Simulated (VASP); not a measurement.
# In (Fm-3m) in VASP: notebook

In is run at these levels: RPBE; tasks: single point.

Program: VASP 6.6.1. These are calculated values, not measurements. Logs are shortened: lines on timing, memory, paths and dates and some standing lists are left out, and cuts for length are marked.

### Step 1. The cell of the first run

The structure is cubic, space group Fm-3m (No. 225). Conventional cell: a = 4.865 Å, b = 4.865 Å, c = 4.865 Å, α = 90.00°, β = 90.00°, γ = 90.00°. Within 4.5 Å of In (site symmetry m-3m) lie 12 In at 3.44 Å.

### Step 2. Single point, RPBE

Contents of INCAR:

```
PREC     = Accurate       # precision mode
ENCUT    = 520            # plane-wave cutoff, eV
EDIFF    = 1E-6           # SCF threshold, eV
ISMEAR   = -1             # smearing method
SIGMA    = 0.1            # smearing width, eV
LREAL    = F              # projectors in reciprocal space
LASPH    = T              # aspherical terms in the spheres
NELM     = 100            # most SCF steps
ALGO     = Normal         # electronic algorithm
ISIF     = 2              # what is computed and relaxed
LWAVE    = F              # write WAVECAR
LCHARG   = F              # write CHGCAR
GGA      = RP             # functional
NBANDS   = 12             # bands
```

Contents of KPOINTS:

```
regular mesh
0
Gamma
  12 12 12
```

Contents of POSCAR:

```
In
1.0
    0.0000000000      2.4322909982      2.4322909982
    2.4322909982      0.0000000000      2.4322909982
    2.4322909982      2.4322909982      0.0000000000
In
1
Direct
    0.0000000000      0.0000000000      0.0000000000
```

Potentials or basis: VASP PAW PBE potentials, release 64 (In_d).

Run with:

```
> cat potpaw_PBE.64/In_d/POTCAR > POTCAR
> mpirun -np 1 vasp_std > vasp.out
```

OUTCAR:

```text
PREC = Accurate
   ENCUT = 520
   EDIFF = 1E-6
   ISMEAR = -1
   LREAL = F
   LASPH = T
   NELM = 100
   ISIF = 2
   GGA = RP

 ion  position               nearest neighbor table
   1  0.000  0.000  0.000-

  LATTYP: Found a face centered cubic cell.
 ALAT       =     4.8645819964

  Lattice vectors:

 A1 = (   0.0000000000,   2.4322909982,   2.4322909982)
 A2 = (   2.4322909982,   0.0000000000,   2.4322909982)
 A3 = (   2.4322909982,   2.4322909982,   0.0000000000)

Analysis of symmetry for initial positions (statically):
=====================================================================
 Subroutine PRICEL returns:
 Original cell was already a primitive cell.

 Routine SETGRP: Setting up the symmetry group for a
 face centered cubic supercell.

 Subroutine GETGRP returns: Found 48 space group operations
 (whereof 48 operations were pure point group operations)
 out of a pool of 48 trial point group operations.

The static configuration has the point symmetry O_h .

Analysis of symmetry for dynamics (positions and initial velocities):
=====================================================================
 Subroutine PRICEL returns:
 Original cell was already a primitive cell.

 Routine SETGRP: Setting up the symmetry group for a
 face centered cubic supercell.

 Subroutine GETGRP returns: Found 48 space group operations
 (whereof 48 operations were pure point group operations)
 out of a pool of 48 trial point group operations.

The dynamic configuration has the point symmetry O_h .

 Subroutine INISYM returns: Found 48 space group operations
 (whereof 48 operations are pure point group operations),
 and found     1 'primitive' translations

----------------------------------------------------------------------------------------

                                     Primitive cell

  volume of cell :      28.7791

  direct lattice vectors                    reciprocal lattice vectors
     0.000000000  2.432290998  2.432290998    -0.205567508  0.205567508  0.205567508
     2.432290998  0.000000000  2.432290998     0.205567508 -0.205567508  0.205567508
     2.432290998  2.432290998  0.000000000     0.205567508  0.205567508 -0.205567508

  length of vectors
     3.439778917  3.439778917  3.439778917     0.356053369  0.356053369  0.356053369

  position of ions in fractional coordinates (direct lattice)
     0.000000000  0.000000000  0.000000000

  ion indices of the primitive-cell ions
   primitive index   ion index
                 1           1

----------------------------------------------------------------------------------------

 KPOINTS: regular mesh

Automatic generation of k-mesh.
 Grid dimensions read from file:
 generate k-points for:   12   12   12

 Generating k-lattice:

  Cartesian coordinates                     Fractional coordinates (reciprocal lattice)
    -0.017130626  0.017130626  0.017130626     0.083333333  0.000000000  0.000000000
     0.017130626 -0.017130626  0.017130626     0.000000000  0.083333333  0.000000000
     0.017130626  0.017130626 -0.017130626     0.000000000  0.000000000  0.083333333

  Length of vectors
     0.029671114  0.029671114  0.029671114

  Shift w.r.t. Gamma in fractional coordinates (k-lattice)
     0.000000000  0.000000000  0.000000000

 Subroutine IBZKPT returns following result:
 ===========================================

 Found     72 irreducible k-points:

 Following reciprocal coordinates:
            Coordinates               Weight
  0.000000  0.000000  0.000000      1.000000
  0.083333  0.000000  0.000000      8.000000
  0.166667  0.000000  0.000000      8.000000
  0.250000  0.000000  0.000000      8.000000
  0.333333  0.000000  0.000000      8.000000
  0.416667  0.000000  0.000000      8.000000
[... 16 lines left out ...]
  0.500000  0.166667  0.000000     24.000000
 -0.416667  0.166667  0.000000     24.000000
 [... further k-points ...]
   k-points           NKPTS =     72   k-points in BZ     NKDIM =     72   number of bands    NBANDS=     12
   number of dos      NEDOS =    301   number of ions     NIONS =      1
   total plane-waves  NPLWV =  21952
   dimension x,y,z NGX =    28 NGY =   28 NGZ =   28
   dimension x,y,z NGXF=    56 NGYF=   56 NGZF=   56
   ions per type =               1
   NGX,Y,Z   is equivalent  to a cutoff of  13.53, 13.53, 13.53 a.u.
   NGXF,Y,Z  is equivalent  to a cutoff of  27.07, 27.07, 27.07 a.u.
 SYSTEM =  unknown system
   PREC   = accura    normal or accurate (medium, high low for compatibility)
   ISTART =      0    job   : 0-new  1-cont  2-samecut
   ICHARG =      2    charge: 1-file 2-atom 10-const
   ISPIN  =      1    spin polarized calculation?
   LNONCOLLINEAR =      F non collinear calculations
   LSORBIT =      F    spin-orbit coupling
   LASPH  =      T    aspherical Exc in radial PAW
   ENCUT  =  520.0 eV  38.22 Ry    6.18 a.u.   6.40  6.40  6.40*2*pi/ulx,y,z
   NELM   =    100;   NELMIN=  2; NELMDL= -5     # of ELM steps
   EDIFF  = 0.1E-05   stopping-criterion for ELM
   LREAL  =      F    real-space projection
   EDIFFG = 0.1E-04   stopping-criterion for IOM
   NSW    =      0    number of steps for IOM
   IBRION =     -1    ionic relax: 0-MD 1-quasi-New 2-CG
   NFREE  =      0    steps in history (QN), initial steepest desc. (CG)
   ISIF   =      2    stress and relaxation
   ISYM   =      2    0-nonsym 1-usesym 2-fastsym
   POTIM  = 0.5000    time-step for ionic-motion
   TEBEG  =    0.0;   TEEND  =   0.0 temperature during run
   PSTRESS=    0.0 pullay stress
   NELECT =      13.0000    total number of electrons
   NUPDOWN=      -1.0000    fix difference up-down
   EMIN   =  10.00;   EMAX   =-10.00  energy-range for DOS
   EFERMI =   0.00;   METHOD = LEGACY
   ISMEAR =    -1;   SIGMA  =   0.10  broadening in eV -4-tet -1-fermi 0-gaus
   EFERMI_NEDOS =   21; number of points for ismear=-14 and -15
   IALGO  =     38    algorithm
   IMIX   =      4    mixing-type and parameters
     AMIX     =   0.40;   BMIX     =  1.00
     AMIX_MAG =   1.60;   BMIX_MAG =  1.00
  volume/ion in A,a.u.               =      28.78       194.21
  Fermi-wavevector in a.u.,A,eV,Ry     =   1.256118  2.373719 21.467711  1.577832
  Thomas-Fermi vector in A             =   2.389842
   LORBIT       =      0    0 simple, 1 ext, 2 COOP (PROOUT), +10 PAW based schemes
   GGA     = RP    functional components
   LHFCALC =     F    Hartree Fock is set to
   AEXX    =    0.0000 exact exchange contribution
   IVDW    =     0    specifies the selected vdW correction
   LEPSILON=     F    determine dielectric tensor
   LRPA    =     F    only Hartree local field effects (RPA)
 non-spin polarized calculation
  energy-cutoff  :      520.00
  volume of cell :       28.78
 maximum number of plane-waves:       789
 NGX is ok and might be reduce to    28
   NGX = 13   NGY = 13   NGZ = 13

 number of electron      13.0000000 magnetization

 Free energy of the ion-electron system (eV)
  ---------------------------------------------------
  ext. energy  EPLUGINS =         0.00000000
  ---------------------------------------------------
  free energy    TOTEN  =        -2.20561170 eV

  energy without entropy =       -2.18826358  energy(sigma->0) =       -2.19693764

 E-fermi :   6.6210     XC(G=0):  -9.7106

 val. band max:        6.5284555050   @ k =  -0.3333   0.3333   0.0000
 cond. band min:       6.6262188874   @ k =  -0.2500   0.5000   0.2500
 fundamental gap:      0.0977633824
 Fermi energy:         6.6209736577

 k-point     1 :       0.0000    0.0000    0.0000
  band No.  band energies     occupation
      1      -7.9848      2.00000
      2      -7.9848      2.00000
      3      -7.9848      2.00000
      4      -7.8552      2.00000
      5      -7.8552      2.00000
      6      -2.2771      2.00000
      7      16.4046      0.00000
      8      16.4046      0.00000
      9      16.4046      0.00000
     10      17.8725      0.00000
     11      19.8192      0.00000
     12      19.8192      0.00000

 k-point     2 :       0.0833    0.0000    0.0000
  band No.  band energies     occupation
      1      -7.9859      2.00000
      2      -7.9758      2.00000
      3      -7.9758      2.00000
      4      -7.8560      2.00000
      5      -7.8560      2.00000
      6      -2.1361      2.00000
      7      14.7833      0.00000
      8      16.1607      0.00000
      9      16.1607      0.00000
     10      17.5787      0.00000
     11      20.2436      0.00000
     12      20.2436      0.00000

 k-point     3 :       0.1667    0.0000    0.0000
  band No.  band energies     occupation
      1      -7.9900      2.00000
      2      -7.9580      2.00000
      3      -7.9580      2.00000
      4      -7.8511      2.00000
      5      -7.8511      2.00000
      6      -1.7102      2.00000
      7      12.1255      0.00000
      8      15.6600      0.00000
      9      15.6600      0.00000
     10      17.4163      0.00000
     11      20.9196      0.00000
     12      20.9701      0.00000
[... 286 lines left out ...]
 k-point    23 :       0.5000    0.1667    0.0000
  band No.  band energies     occupation
      1      -8.0231      2.00000
      2      -7.9580      2.00000
      3      -7.9165      2.00000
      4      -7.8035      2.00000
      5      -7.7313      2.00000
      6       2.2210      2.00000
      7       4.9127      2.00000
      8      11.3858      0.00000
      9      12.8738      0.00000
     10      15.3012      0.00000
     11      20.8762      0.00000
     12      20.9544      0.00000

 k-point    24 :      -0.4167    0.1667    0.0000
  band No.  band energies     occupation
      1      -8.0100      2.00000
      2      -7.9604      2.00000
      3      -7.9220      2.00000
      4      -7.7868      2.00000
      5      -7.7507      2.00000
      6       2.6192      2.00000
      7       4.4315      2.00000
      8      10.8502      0.00000
      9      13.3602      0.00000
     10      15.6287      0.00000
     11      20.3798      0.00000
     12      20.5414      0.00000

 [... further k-points ...]
[... 5 lines left out ...]
  --------------------------------------------------------------------------------------
  -------------------------------------------------------------------------------------
  Total       -0.0138116     -0.0138116     -0.0138116     -0.0000000      0.0000000      0.0000000
  in kB       -0.7689146     -0.7689146     -0.7689146     -0.0000000      0.0000000      0.0000000
  external PRESSURE =      -0.7689146 kB  Pullay stress =       0.0000000 kB

 VOLUME and BASIS-vectors are now :
 -----------------------------------------------------------------------------
  energy-cutoff  :      520.00
  volume of cell :       28.78
      direct lattice vectors                 reciprocal lattice vectors
     0.000000000  2.432290998  2.432290998    -0.205567508  0.205567508  0.205567508
     2.432290998  0.000000000  2.432290998     0.205567508 -0.205567508  0.205567508
     2.432290998  2.432290998  0.000000000     0.205567508  0.205567508 -0.205567508

 POSITION                                       TOTAL-FORCE (eV/Angst)
 -----------------------------------------------------------------------------------
      0.00000      0.00000      0.00000         0.000000      0.000000      0.000000
 -----------------------------------------------------------------------------------
    total drift:                               -0.000000     -0.000000     -0.000000

  FREE ENERGIE OF THE ION-ELECTRON SYSTEM (eV)
  ---------------------------------------------------
  free  energy   TOTEN  =        -2.2056116969 eV

  energy  without entropy=       -2.1882635822  energy(sigma->0) =       -2.19693764
```

Run time: 24 s. Hardware: 1 thread of Intel Xeon Platinum 8488C (Sapphire Rapids), shared host; peak memory 0.16 GiB.

Results:

| Property | Result |
| --- | --- |
| Free energy | -2.2056 eV |
| Pressure | -0.1 GPa |

Caveat: the PAW data sets were made with another functional, which shifts forces and pressure a little; spin-orbit coupling is left out, which moves the levels of the heavy elements.

### Step 3. Single point, RPBE (volume scaled by 0.88)

Contents of INCAR:

```
SYSTEM = In
ALGO = Normal
EDIFF = 1E-6
ENCUT = 520
GGA = RP
ISIF = 2
ISMEAR = -1
LASPH = .True.
LCHARG = .False.
LREAL = .False.
LWAVE = .False.
NBANDS = 12
NELM = 60
PREC = Accurate
SIGMA = 0.1
```

Contents of KPOINTS:

```
k-points
0
Gamma
  13 13 13
  0 0 0
```

Contents of POSCAR:

```
In
1.0
    0.0000000000      2.3308254774      2.3308254774
    2.3308254774      0.0000000000      2.3308254774
    2.3308254774      2.3308254774      0.0000000000
In
1
Direct
    0.0000000000      0.0000000000      0.0000000000
```

Potentials or basis: VASP PAW PBE potentials, release 64 (In_d).

Run with:

```
> cat potpaw_PBE.64/In_d/POTCAR > POTCAR
> mpirun -np 1 vasp_std > vasp.out
```

Wall time 19 s (1 thread of Intel Xeon Platinum 8488C (Sapphire Rapids), shared host); peak memory 0.17 GiB.

The run converged. Its results:

```yaml
Free_energy: -2.1537 eV
Pressure: 5.4 GPa
```

Levels at points of the mesh, in eV from the Fermi level:
```csv
k point,band 4,band 5,band 6,band 7,band 8,band 9
"(0.00, 0.00, 0.00)",-14.61,-14.61,-9.83,10.85,10.85,10.85
```

Caveat: the PAW data sets were made with another functional, which shifts forces and pressure a little; spin-orbit coupling is left out, which moves the levels of the heavy elements.
